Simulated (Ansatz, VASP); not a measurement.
## Sb: VASP beside Ansatz

INCAR

```
PREC = Accurate
ENCUT = 600
EDIFF = 1E-7
ISMEAR = 0
SIGMA = 0.1
LREAL = F
LASPH = T
NELM = 60
ALGO = Normal
ISIF = 3
LWAVE = F
LCHARG = F
GGA = PE
IBRION = 2
NSW = 100
EDIFFG = -0.01
```

Contents of KPOINTS:

```
regular mesh
0
Gamma
  6 6 4
```

File POSCAR:

```
Sb
1.0
    5.7942237650      0.0000000000      0.0000000000
   -2.8971118825      5.0179449757      0.0000000000
    0.0000000000      0.0000000000      9.1373182878
Sb
8
Direct
    0.5000000000      0.0000000000      0.5000000000
    0.0000000000      0.5000000000      0.5000000000
    0.5000000000      0.5000000000      0.5000000000
    0.3333333333      0.6666666667      0.1666733435
    0.3333333333      0.6666666667      0.8333266565
    0.6666666667      0.3333333333      0.8333266565
    0.6666666667      0.3333333333      0.1666733435
    0.0000000000      0.0000000000      0.0000000000
```

Input for Ansatz:

```yaml
crystal:
  lattice:
    - [5.794223765, 0.0, 0.0]
    - [-2.8971118825, 5.0179449757, 0.0]
    - [0.0, 0.0, 9.1373182878]
  atoms:
    - { symbol: Sb, position: [0.5, 0.0, 0.5] }
    - { symbol: Sb, position: [0.0, 0.5, 0.5] }
    - { symbol: Sb, position: [0.5, 0.5, 0.5] }
    - { symbol: Sb, position: [0.3333333333, 0.6666666667, 0.1666733435] }
    - { symbol: Sb, position: [0.3333333333, 0.6666666667, 0.8333266565] }
    - { symbol: Sb, position: [0.6666666667, 0.3333333333, 0.8333266565] }
    - { symbol: Sb, position: [0.6666666667, 0.3333333333, 0.1666733435] }
    - { symbol: Sb, position: [0.0, 0.0, 0.0] }
basis:
  ecutwfc: 420
kpoints:
  mp_grid: { grid: [6, 6, 4] }
hamiltonian:
  xc: pbe
scf:
  occupations: { method: gaussian, width: 0.1 }
output:
  forces: true
  stress: true
  eigenvalues: true
relax:
  adjacent_minimum: "off"
  f_tol: 0.01
  max_steps: 80
  cell: { stress_tol: 0.05 }
```

Alike in both runs: task relaxation of cell and atoms; functional PBE; k mesh 6 × 6 × 4; occupations gaussian, width 0.1 eV; no spin polarisation.

```csv
,VASP,Ansatz
version,VASP 6.6.1,Ansatz 0.2.0
potentials or method,"VASP PAW PBE potentials, release 64 (Sb), cutoff 600 eV","scalar-relativistic, plane waves, PAW"
valence electrons in the cell,40,120
```

|  | VASP | Ansatz | Ansatz less VASP |
| --- | --- | --- | --- |
| gap on the k mesh at the Fermi level, each at its own relaxed structure (eV) | none | none | - |
| relaxed volume (Å³/atom) | 33.32 | 33.34 | +0.020 |
| relaxed cell length with the largest relative difference (Å) | 8.925 | 8.933 | +0.0078 |

A gap of «none» marks a metal or a gap that the smearing closes. VASP's potentials hold 40 valence electrons a cell and Ansatz's 120, so a difference there can come from the potentials and not from the codes.

Neither program's run includes spin-orbit coupling.
